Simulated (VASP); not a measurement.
Wanted: the native input for a VASP 6.6.1 run.

| Quantity | Value |
| --- | --- |
| Task | relaxation of shape and atoms at fixed volume |
| Functional | PBE |
| Potentials or basis | VASP PAW PBE potentials, release 64 (Cu, O) |
| Cutoff | 600 eV |
| k mesh | 14 × 14 × 8 |
| Occupations | gaussian, width 0.1 eV |
| Spin | no spin polarisation |
| Dipole correction | no |
| Further INCAR settings | ALGO = Normal; EDIFF = 1e-06; IBRION = 2; EDIFFG = -0.01; NSW = 50; ISIF = 4 |

The structure of CuO lies in POSCAR:

```
CuO
1.0
    2.1317726327     -2.1349821905      0.0000000000
    2.1317726327      2.1349821905      0.0000000000
    0.0000000000      0.0000000000      5.2157269048
Cu O
2 2
Direct
    0.0000000000      0.5000000000      0.0000000000
    0.5000000000      0.0000000000      0.5000000000
    0.5000000000      0.5000000000      0.2500000000
    0.5000000000      0.5000000000      0.7500000000
```

These files were run (other wordings do the same):

INCAR

```
SYSTEM = CuO
PREC = Accurate
ENCUT = 600
EDIFF = 1E-6
ISMEAR = 0
SIGMA = 0.1
LREAL = .False.
LASPH = .True.
NELM = 60
ALGO = Normal
ISIF = 4
LWAVE = .False.
LCHARG = .False.
GGA = PE
IBRION = 2
NSW = 50
EDIFFG = -0.01
```

KPOINTS

```
Automatic mesh
0
Gamma
  14 14 8
  0 0 0
```

Potentials or basis: VASP PAW PBE potentials, release 64 (Cu, O).

Run with:

```bash
$ cat potpaw_PBE.64/Cu/POTCAR potpaw_PBE.64/O/POTCAR > POTCAR
$ mpirun -np 1 vasp_std > vasp.out
```

Results of the run:

```
Energy gained by relaxing : 0.2 meV/atom
Ionic steps               : 3
Pressure after relaxing   : -6.5 GPa
Band gap on the k mesh    : zero (bands 17 and 18 overlap by 1.19 eV)
```

Caveat: semilocal functionals often make such compounds metallic where correlation or magnetic order opens a gap, which also shifts bond lengths.

Run time: 4.5 min on 1 thread of Intel(R) Xeon(R) Platinum 8488C (Sapphire Rapids), with other jobs on the host, peak memory 0.41 GiB.
